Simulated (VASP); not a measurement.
The system is Ag2Pb.

```
Ag Pb
1.0
     4.39364    0.00000    0.00000
     0.00000    4.39364    0.00000
     0.00000    0.00000    6.70383
Ag Pb
4 2
Direct
  0.00000 0.00000 0.00000
  0.50000 0.50000 0.00000
  0.00000 0.50000 0.27000
  0.50000 0.00000 0.73000
  0.00000 0.50000 0.70000
  0.50000 0.00000 0.30000
```

- Program: VASP 6.6.1
- Task: relaxation of cell and atoms
- Functional: PBE
- Potentials or basis: VASP PAW PBE potentials, release 64 (Ag, Pb_d)
- Cutoff: 600 eV
- k mesh: 4 × 4 × 4
- Occupations: gaussian, width 0.1 eV
- Spin: no spin polarisation

At the start: pressure 5.1 GPa; volume 21.57 Å³/atom.

Problem. Where does the relaxation end?

Solution. Over 13 steps the energy falls by 59.1 meV/atom and the volume is 22.73 Å³/atom (+5.4 %); space group P4/nmm (No. 129, to 0.1 Å) before and after.

Step by step:
| step | energy change (eV) | largest force (eV/Å) | pressure (GPa) | volume (Å³) |
| --- | --- | --- | --- | --- |
| 1 | 0.0000 | 0.8262 | 5.07 | 129.41 |
| 2 | -0.1691 | 0.3236 | -1.88 | 142.60 |
| 3 | -0.1830 | 0.4187 | -0.69 | 139.48 |
| 4 | -0.2248 | 0.3578 | -0.60 | 138.81 |
| 5 | -0.3065 | 0.2083 | -0.14 | 136.65 |
| 6 | -0.2988 | 0.1791 | 2.21 | 131.76 |
| 7 | -0.3311 | 0.1571 | 0.64 | 134.90 |
| 8 | -0.3306 | 0.1539 | 1.22 | 133.65 |
| 9 | -0.3350 | 0.2007 | -0.96 | 138.46 |
| 10 | -0.3428 | 0.1844 | -0.06 | 136.31 |
| 11 | -0.3491 | 0.1249 | -0.02 | 136.33 |
| 12 | -0.3539 | 0.0429 | 0.05 | 136.35 |
| 13 | -0.3545 | 0.0089 | 0.08 | 136.35 |

Final structure:
```cif
data_structure
_symmetry_space_group_name_H-M 'P 1'
_symmetry_Int_Tables_number 1
_cell_length_a 4.2660
_cell_length_b 4.2660
_cell_length_c 7.4925
_cell_angle_alpha 90.000
_cell_angle_beta 90.000
_cell_angle_gamma 90.000
_cell_volume 136.35
loop_
_atom_site_label
_atom_site_type_symbol
_atom_site_fract_x
_atom_site_fract_y
_atom_site_fract_z
_atom_site_occupancy
Ag1 Ag 0.00000 0.00000 0.00000 1
Ag2 Ag 0.50000 0.50000 0.00000 1
Ag3 Ag 0.00000 0.50000 0.25842 1
Ag4 Ag 0.50000 0.00000 0.74158 1
Pb1 Pb 0.00000 0.50000 0.66430 1
Pb2 Pb 0.50000 0.00000 0.33570 1
```
